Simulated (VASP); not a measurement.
Hf3Si2, 10 atoms in the cell. The structure is monoclinic, space group Pm (No. 6). Conventional cell: a = 6.976 Å, b = 3.607 Å, c = 6.976 Å, α = 90.00°, β = 90.00°, γ = 90.00°. Within 3.7 Å of Hf (site symmetry m) lie 6 Si at 2.69 to 2.77 Å and 11 Hf at 3.15 to 3.65 Å. Hf (site symmetry m) has 6 Si at 2.69 to 2.77 Å and 11 Hf at 3.05 to 3.65 Å within 3.7 Å. Within 3.7 Å of Hf (site symmetry m) lie 6 Si at 2.69 to 2.77 Å and 11 Hf at 3.06 to 3.65 Å. Within 3.7 Å of Hf (site symmetry m) lie 6 Si at 2.69 to 2.77 Å and 11 Hf at 3.15 to 3.65 Å. Within 3.4 Å of Hf (site symmetry m) lie 4 Si at 2.60 to 2.92 Å and 8 Hf at 3.05 to 3.24 Å. Hf (site symmetry m) has 4 Si at 2.76 Å and 10 Hf at 3.15 to 3.61 Å within 3.7 Å. Within 3.2 Å of Si (site symmetry m) lie 1 Si at 2.44 Å and 8 Hf at 2.60 to 2.77 Å. Si (site symmetry m) has 1 Si at 2.44 Å and 8 Hf at 2.69 to 2.77 Å within 3.2 Å.  This cell differs from its parent crystal: atom 5 (Hf) moved +0.160 Å towards its neighbour atom 7 (Si) at 2.763 Å.

```yaml
Program: VASP 6.6.1
Task: single point
Functional: PBEsol
Potentials_or_basis: VASP PAW PBE potentials, release 64 (Hf_pv, Si)
Cutoff: 520 eV
k_mesh: 6 × 6 × 12
Occupations: gaussian, width 0.15 eV
Spin: no spin polarisation
Dipole_correction: no
Further_INCAR_settings: ALGO = Fast; EDIFF = 1e-06; NBANDS = 49
```

Potentials or basis: VASP PAW PBE potentials, release 64 (Hf_pv, Si).

Run with:

```bash
$ cat potpaw_PBE.64/Hf_pv/POTCAR potpaw_PBE.64/Si/POTCAR > POTCAR
$ mpirun -np 1 vasp_std > vasp.out
```

Hardware: 1 thread of Oxide Virtual Turin-like Processor (shared host).

Estimate the wall time of this run.

Wall time 24 min on 1 thread of Oxide Virtual Turin-like Processor, on a shared host, peak memory 0.86 GiB. Counts: scf iterations 16, k points 140.
